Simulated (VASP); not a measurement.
# BN (P1) in VASP: notebook

BN is run at these levels: r2SCAN; tasks: single point.

Program: VASP 6.6.1. These are calculated values, not measurements. Logs are shortened: lines on timing, memory, paths and dates and some standing lists are left out, and cuts for length are marked.

## Step 1: The cell of the first run

The typed cell holds 4 atoms: a = 2.554 Å, b = 2.554 Å, c = 4.227 Å, α = 90.00°, β = 90.00°, γ = 120.00°.

## Step 2: Single point, r2SCAN (all B atoms moved -0.050 Å, as atom 1 along Cartesian [1 1 0])

File POSCAR:

```
BN
1.0
    2.5539396017      0.0000000000      0.0000000000
   -1.2769698009      2.2117765748      0.0000000000
    0.0000000000      0.0000000000      4.2268550000
B N
2 2
Direct
    0.6448306947      0.3173482924      0.9997240000
    0.3114973614      0.6506816257      0.4997240000
    0.6666666667      0.3333333333      0.6252760000
    0.3333333333      0.6666666667      0.1252760000
```

File INCAR.step1:

```
ALGO = Normal
EDIFF = 1E-4
ENCUT = 520
GGA = PE
ISMEAR = 0
LASPH = T
LCHARG = F
LREAL = F
LWAVE = T
NBANDS = 16
NELM = 100
PREC = Accurate
SIGMA = 0.05
```

File INCAR.step2:

```
ALGO = Normal
EDIFF = 1E-6
ENCUT = 520
ISIF = 2
ISMEAR = 0
ISTART = 1
LASPH = T
LCHARG = F
LMIXTAU = T
LREAL = F
LWAVE = F
METAGGA = R2SCAN
NBANDS = 16
NELM = 100
PREC = Accurate
SIGMA = 0.05
```

File KPOINTS:

```
k-points
0
Gamma
  12 12 6
```

Potentials or basis: VASP PAW PBE potentials, release 64 (B, N).

Started as:

```console
$ cat potpaw_PBE.64/B/POTCAR potpaw_PBE.64/N/POTCAR > POTCAR
$ cp INCAR.step1 INCAR
$ mpirun -np 1 vasp_std > vasp.out
$ cp INCAR.step2 INCAR
$ mpirun -np 1 vasp_std > vasp.out
```

OUTCAR:

```text
EDIFF = 1E-6
   ENCUT = 520
   ISIF = 2
   ISMEAR = 0
   ISTART = 1
   LASPH = T
   LREAL = F
   METAGGA = R2SCAN
   NELM = 100
   PREC = Accurate

 ion  position               nearest neighbor table
   1  0.645  0.317  1.000-   4 1.53   4 1.56   3 1.58   4 1.61
   2  0.311  0.651  0.500-   3 1.52   3 1.58   4 1.58   3 1.60
   3  0.667  0.333  0.625-   2 1.52   2 1.58   1 1.58   2 1.60
   4  0.333  0.667  0.125-   1 1.53   1 1.56   2 1.58   1 1.61

  LATTYP: Found a hexagonal cell.
 ALAT       =     2.5539396017
 C/A-ratio  =     1.6550332659

  Lattice vectors:

 A1 = (   2.5539396017,   0.0000000000,   0.0000000000)
 A2 = (  -1.2769698009,   2.2117765748,   0.0000000000)
 A3 = (   0.0000000000,   0.0000000000,   4.2268550000)

Analysis of symmetry for initial positions (statically):
=====================================================================
 Subroutine PRICEL returns:
 Original cell was already a primitive cell.

 Routine SETGRP: Setting up the symmetry group for a
 hexagonal supercell.

 Subroutine GETGRP returns: Found  1 space group operations
 (whereof  1 operations were pure point group operations)
 out of a pool of 24 trial point group operations.

The static configuration has the point symmetry C_1 .

Analysis of symmetry for dynamics (positions and initial velocities):
=====================================================================
 Subroutine PRICEL returns:
 Original cell was already a primitive cell.

 Routine SETGRP: Setting up the symmetry group for a
 hexagonal supercell.

 Subroutine GETGRP returns: Found  1 space group operations
 (whereof  1 operations were pure point group operations)
 out of a pool of 24 trial point group operations.

The dynamic configuration has the point symmetry C_1 .

 Subroutine INISYM returns: Found  1 space group operations
 (whereof  1 operations are pure point group operations),
 and found     1 'primitive' translations

----------------------------------------------------------------------------------------

                                     Primitive cell

  volume of cell :      23.8764

  direct lattice vectors                    reciprocal lattice vectors
     2.553939602  0.000000000  0.000000000     0.391551938  0.226062617  0.000000000
    -1.276969801  2.211776575  0.000000000     0.000000000  0.452125233  0.000000000
     0.000000000  0.000000000  4.226855000     0.000000000  0.000000000  0.236582518

  length of vectors
     2.553939602  2.553939602  4.226855000     0.452125233  0.452125233  0.236582518

  position of ions in fractional coordinates (direct lattice)
     0.644830695  0.317348292  0.999724000
     0.311497361  0.650681626  0.499724000
     0.666666667  0.333333333  0.625276000
     0.333333333  0.666666667  0.125276000

  ion indices of the primitive-cell ions
   primitive index   ion index
                 1           1
                 2           2
                 3           3
                 4           4

----------------------------------------------------------------------------------------

 KPOINTS: k-points

Automatic generation of k-mesh.
 Grid dimensions read from file:
 generate k-points for:   12   12    6

 Generating k-lattice:

  Cartesian coordinates                     Fractional coordinates (reciprocal lattice)
     0.032629328  0.018838551  0.000000000     0.083333333  0.000000000  0.000000000
     0.000000000  0.037677103  0.000000000     0.000000000  0.083333333  0.000000000
     0.000000000  0.000000000  0.039430420     0.000000000  0.000000000  0.166666667

  Length of vectors
     0.037677103  0.037677103  0.039430420

  Shift w.r.t. Gamma in fractional coordinates (k-lattice)
     0.000000000  0.000000000  0.000000000

 Subroutine IBZKPT returns following result:
 ===========================================

 Found    436 irreducible k-points:

 Following reciprocal coordinates:
            Coordinates               Weight
  0.000000  0.000000  0.000000      1.000000
  0.083333  0.000000  0.000000      2.000000
  0.000000  0.083333  0.000000      2.000000
 -0.083333  0.083333  0.000000      2.000000
  0.166667  0.000000  0.000000      2.000000
  0.000000  0.166667  0.000000      2.000000
[... 16 lines left out ...]
  0.166667  0.083333  0.000000      2.000000
 -0.083333  0.250000  0.000000      2.000000
 [... further k-points ...]
   k-points           NKPTS =    436   k-points in BZ     NKDIM =    436   number of bands    NBANDS=     16
   number of dos      NEDOS =    301   number of ions     NIONS =      4
   total plane-waves  NPLWV =  12800
   dimension x,y,z NGX =    20 NGY =   20 NGZ =   32
   dimension x,y,z NGXF=    40 NGYF=   40 NGZF=   64
   ions per type =               2   2
   NGX,Y,Z   is equivalent  to a cutoff of  13.02, 13.02, 12.59 a.u.
   NGXF,Y,Z  is equivalent  to a cutoff of  26.04, 26.04, 25.17 a.u.
 SYSTEM =  unknown system
   PREC   = accura    normal or accurate (medium, high low for compatibility)
   ISTART =      1    job   : 0-new  1-cont  2-samecut
   ICHARG =      0    charge: 1-file 2-atom 10-const
   ISPIN  =      1    spin polarized calculation?
   LNONCOLLINEAR =      F non collinear calculations
   LSORBIT =      F    spin-orbit coupling
   LASPH  =      T    aspherical Exc in radial PAW
   ENCUT  =  520.0 eV  38.22 Ry    6.18 a.u.   4.75  4.75  7.86*2*pi/ulx,y,z
   NELM   =    100;   NELMIN=  2; NELMDL=  0     # of ELM steps
   EDIFF  = 0.1E-05   stopping-criterion for ELM
   LREAL  =      F    real-space projection
   EDIFFG = 0.1E-04   stopping-criterion for IOM
   NSW    =      0    number of steps for IOM
   IBRION =     -1    ionic relax: 0-MD 1-quasi-New 2-CG
   NFREE  =      0    steps in history (QN), initial steepest desc. (CG)
   ISIF   =      2    stress and relaxation
   ISYM   =      2    0-nonsym 1-usesym 2-fastsym
   POTIM  = 0.5000    time-step for ionic-motion
   TEBEG  =    0.0;   TEEND  =   0.0 temperature during run
   PSTRESS=    0.0 pullay stress
   NELECT =      16.0000    total number of electrons
   NUPDOWN=      -1.0000    fix difference up-down
   EMIN   =  10.00;   EMAX   =-10.00  energy-range for DOS
   EFERMI =   0.00;   METHOD = LEGACY
   ISMEAR =     0;   SIGMA  =   0.05  broadening in eV -4-tet -1-fermi 0-gaus
   EFERMI_NEDOS =   21; number of points for ismear=-14 and -15
   IALGO  =     38    algorithm
   IMIX   =      4    mixing-type and parameters
     AMIX     =   0.40;   BMIX     =  1.00
     AMIX_MAG =   1.60;   BMIX_MAG =  1.00
  volume/ion in A,a.u.               =       5.97        40.28
  Fermi-wavevector in a.u.,A,eV,Ry     =   1.432600  2.707222 27.923836  2.052344
  Thomas-Fermi vector in A             =   2.552210
   LORBIT       =      0    0 simple, 1 ext, 2 COOP (PROOUT), +10 PAW based schemes
   METAGGA = R2SCAN    functional components
   LHFCALC =     F    Hartree Fock is set to
   AEXX    =    0.0000 exact exchange contribution
   IVDW    =     0    specifies the selected vdW correction
   LEPSILON=     F    determine dielectric tensor
   LRPA    =     F    only Hartree local field effects (RPA)
 non-spin polarized calculation
 Gauss-broadening in eV      SIGMA  =   0.05
  energy-cutoff  :      520.00
  volume of cell :       23.88
 maximum number of plane-waves:       660
   NGX =  9   NGY =  9   NGZ = 15

 number of electron      16.0000000 magnetization

 Free energy of the ion-electron system (eV)
  ---------------------------------------------------
  ext. energy  EPLUGINS =         0.00000000
  ---------------------------------------------------
  free energy    TOTEN  =       -38.20366673 eV

  energy without entropy =      -38.20366673  energy(sigma->0) =      -38.20366673

 E-fermi :   7.6600     XC(G=0): -13.5797

 val. band max:        7.4631761480   @ k =   0.0000   0.0000   0.0000
 cond. band min:      12.9810397730   @ k =   0.3333   0.3333   0.0000
 fundamental gap:      5.5178636249
 Fermi energy:         7.6600235390

 k-point     1 :       0.0000    0.0000    0.0000
  band No.  band energies     occupation
      1     -14.0760      2.00000
      2      -9.9043      2.00000
      3      -3.9413      2.00000
      4       5.0242      2.00000
      5       5.0365      2.00000
      6       6.8662      2.00000
[... 8 lines left out ...]
     15      20.1327      0.00000
     16      24.5275      0.00000

 k-point     2 :       0.0833    0.0000    0.0000
  band No.  band energies     occupation
      1     -13.9208      2.00000
      2      -9.7861      2.00000
      3      -3.7871      2.00000
      4       4.3276      2.00000
      5       4.7441      2.00000
      6       6.5591      2.00000
[... 8 lines left out ...]
     15      20.4915      0.00000
     16      24.2581      0.00000

 k-point     3 :       0.0000    0.0833    0.0000
  band No.  band energies     occupation
      1     -13.9209      2.00000
      2      -9.7862      2.00000
      3      -3.7871      2.00000
      4       4.3259      2.00000
      5       4.7432      2.00000
      6       6.5982      2.00000
[... 8 lines left out ...]
     15      20.5491      0.00000
     16      24.2590      0.00000

 k-point     4 :      -0.0833    0.0833    0.0000
  band No.  band energies     occupation
      1     -13.9209      2.00000
      2      -9.7862      2.00000
      3      -3.7871      2.00000
      4       4.3232      2.00000
      5       4.7442      2.00000
      6       6.6498      2.00000
[... 8 lines left out ...]
     15      20.5949      0.00000
     16      24.2601      0.00000
[... 324 lines left out ...]
 k-point    22 :      -0.1667    0.0833    0.0000
  band No.  band energies     occupation
      1     -13.6131      2.00000
      2      -9.5580      2.00000
      3      -3.4816      2.00000
      4       3.2600      2.00000
      5       4.0617      2.00000
      6       5.8191      2.00000
[... 8 lines left out ...]
     15      21.5418      0.00000
     16      23.8125      0.00000

 k-point    23 :       0.1667    0.0833    0.0000
  band No.  band energies     occupation
      1     -13.0095      2.00000
      2      -9.1397      2.00000
      3      -2.8842      2.00000
      4       1.5655      2.00000
      5       2.9959      2.00000
      6       4.4436      2.00000
[... 8 lines left out ...]
     15      22.8600      0.00000
     16      23.5527      0.00000

 k-point    24 :      -0.0833    0.2500    0.0000
  band No.  band energies     occupation
      1     -13.0098      2.00000
      2      -9.1403      2.00000
      3      -2.8841      2.00000
      4       1.5536      2.00000
      5       3.0133      2.00000
      6       4.4523      2.00000
[... 8 lines left out ...]
     15      22.8622      0.00000
     16      23.5489      0.00000

 [... further k-points ...]

------------------------ aborting loop because EDIFF is reached ----------------------------------------

  FORCE on cell =-STRESS in cart. coord.  units (eV):
  Direction    XX          YY          ZZ          XY          YZ          ZX
  --------------------------------------------------------------------------------------
  -------------------------------------------------------------------------------------
  Total       -0.3718680     -0.3726003     -0.5751612      0.0688103     -0.1315536     -0.1315880
  in kB      -24.9534240    -25.0025646    -38.5949886      4.6173712     -8.8276302     -8.8299357
  external PRESSURE =     -29.5169924 kB  Pullay stress =       0.0000000 kB

 VOLUME and BASIS-vectors are now :
 -----------------------------------------------------------------------------
  energy-cutoff  :      520.00
  volume of cell :       23.88
      direct lattice vectors                 reciprocal lattice vectors
     2.553939602  0.000000000  0.000000000     0.391551938  0.226062617  0.000000000
    -1.276969801  2.211776575  0.000000000     0.000000000  0.452125233  0.000000000
     0.000000000  0.000000000  4.226855000     0.000000000  0.000000000  0.236582518

 POSITION                                       TOTAL-FORCE (eV/Angst)
 -----------------------------------------------------------------------------------
      1.24161      0.70190      4.22569         0.775812      0.859925     -0.041210
     -0.03536      1.43916      2.11226         0.944182      0.860049     -0.046200
      1.27697      0.73726      2.64295        -0.950692     -0.860021      0.046310
     -0.00000      1.47452      0.52952        -0.769302     -0.859953      0.041099
 -----------------------------------------------------------------------------------
    total drift:                                0.000041      0.000110      0.002273

  FREE ENERGIE OF THE ION-ELECTRON SYSTEM (eV)
  ---------------------------------------------------
  free  energy   TOTEN  =       -38.2036667313 eV

  energy  without entropy=      -38.2036667313  energy(sigma->0) =      -38.20366673
```

Wall time 3.5 min (1 thread of Intel Xeon 6975P-C (Granite Rapids), shared host); peak memory 0.24 GiB.

Results:

- Free energy: -38.2037 eV
- Pressure: -3.0 GPa
- Largest force: 1.283 eV/Å
- Band gap on the k mesh: 5.52 eV (least direct gap 8.68 eV)

Forces on the atoms (eV/Å):
```
B    0.776  0.860 -0.041
B    0.944  0.860 -0.046
N   -0.951 -0.860  0.046
N   -0.769 -0.860  0.041
```

Stress tensor (GPa, compression positive):
```
-2.50  0.46 -0.88
 0.46 -2.50 -0.88
-0.88 -0.88 -3.86
```

Caveat: the cell differs from its parent crystal (all B atoms moved -0.050 Å, as atom 1 along Cartesian [1 1 0]); the PAW data sets were made with another functional, which shifts forces and pressure a little.

## Step 3: Single point, r2SCAN (all B atoms moved +0.025 Å, as atom 1 along Cartesian [1 1 0])

POSCAR: that of step 2 with these lines changed.

```diff
@@ -8,4 +8,4 @@
 Direct
-    0.6448306947      0.3173482924      0.9997240000
-    0.3114973614      0.6506816257      0.4997240000
+    0.6775846527      0.3413258538      0.9997240000
+    0.3442513193      0.6746591871      0.4997240000
     0.6666666667      0.3333333333      0.6252760000
```

File INCAR.step1:

```
ALGO = Normal ; EDIFF = 1E-4
ENCUT = 520 ; GGA = PE
ISMEAR = 0 ; LASPH = True
LCHARG = False ; LREAL = False
LWAVE = True ; NBANDS = 16
NELM = 80 ; PREC = Accurate
SIGMA = 0.05
```

File INCAR.step2:

```
ALGO = Normal ; EDIFF = 1E-6
ENCUT = 520 ; ISIF = 2
ISMEAR = 0 ; ISTART = 1
LASPH = True ; LCHARG = True
LELF = True ; LMIXTAU = True
LREAL = False ; LVHAR = True
LWAVE = False ; METAGGA = R2SCAN
NBANDS = 16 ; NELM = 80
PREC = Accurate ; SIGMA = 0.05
```

KPOINTS is that of step 2.

Potentials or basis: VASP PAW PBE potentials, release 64 (B, N).

Started as:

```console
$ cat potpaw_PBE.64/B/POTCAR potpaw_PBE.64/N/POTCAR > POTCAR
$ cp INCAR.step1 INCAR
$ mpirun -np 1 vasp_std > vasp.out
$ cp INCAR.step2 INCAR
$ mpirun -np 1 vasp_std > vasp.out
```

Run time: 3.4 min. Hardware: 1 thread of Intel Xeon 6975P-C (Granite Rapids), shared host; peak memory 0.24 GiB.

Results (log left out):

| Quantity | Value |
| --- | --- |
| Free energy | -38.2493 eV |
| Pressure | -3.5 GPa |
| Largest force | 0.625 eV/Å |
| Band gap on the k mesh | 5.66 eV (least direct gap 8.84 eV) |

Forces on the atoms (eV/Å):
```
B   -0.451 -0.430  0.005
B   -0.409 -0.430  0.005
N    0.408  0.430 -0.005
N    0.453  0.430 -0.005
```

Stress tensor (GPa, compression positive):
```
-3.21  0.12  0.44
 0.12 -3.21  0.44
 0.44  0.44 -4.05
```

Levels at points of the mesh, in eV from the valence-band top:
```csv
k point,band 4,band 5,band 6,band 7,band 8,band 9,band 10,band 11,band 12,band 13
"(0.00, 0.00, 0.00)",-2.26,-2.26,-0.39,-0.05,0.00,8.94,8.95,9.16,9.98,11.30
"(0.50, 0.00, 0.00)",-8.16,-7.20,-5.19,-4.54,-2.23,7.19,8.49,11.24,12.03,13.63
"(0.00, 0.50, 0.00)",-8.15,-7.20,-5.19,-4.54,-2.23,7.18,8.47,11.22,12.07,13.64
"(0.50, 0.50, 0.00)",-8.15,-7.20,-5.18,-4.55,-2.22,7.17,8.46,11.20,12.10,13.65
"(0.00, 0.00, 0.50)",-5.99,-1.46,-1.46,-1.07,-1.07,9.96,10.01,10.29,10.37,10.86
"(0.50, 0.00, 0.50)",-10.33,-4.04,-3.85,-3.77,-3.72,7.02,7.14,10.42,10.71,15.03
"(0.00, 0.50, 0.50)",-10.35,-4.05,-3.92,-3.73,-3.68,7.03,7.12,10.45,10.66,15.07
"(0.50, 0.50, 0.50)",-10.37,-4.04,-3.99,-3.68,-3.66,7.05,7.09,10.51,10.58,15.13
```

Caveat: the cell differs from its parent crystal (all B atoms moved +0.025 Å, as atom 1 along Cartesian [1 1 0]); the cell stands under tension; the PAW data sets were made with another functional, which shifts forces and pressure a little.
